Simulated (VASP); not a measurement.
Ni:

```
Ni
1.0
     0.00000    1.75969    1.75969
     1.75969    0.00000    1.75969
     1.75969    1.75969    0.00000
Ni
1
Direct
  0.00000 0.00000 0.00000
```

Base run:

- Program: VASP 6.6.1
- Functional: PBE
- Potentials or basis: VASP PAW PBE potentials, release 64 (Ni)
- Cutoff: 520 eV
- k mesh: 15 × 15 × 15
- Occupations: gaussian, width 0.6 eV
- Spin: collinear spin, ferromagnetic start
- Starting moments: [0.672] μB

Its results: pressure 1.0 GPa; net moment 0.22 μB per cell; site moments Ni +0.23 μB.

**Question.** The run is repeated on the same cell with these changes: occupations from gaussian, width 0.6 eV to methfessel-paxton, width 0.01 eV. What comes out?

**Answer.** Pressure -0.2 GPa; net moment 0.64 μB per cell; site moments Ni +0.65 μB.

Caveats: so wide a smearing shifts energies and pressures (at least some runs).
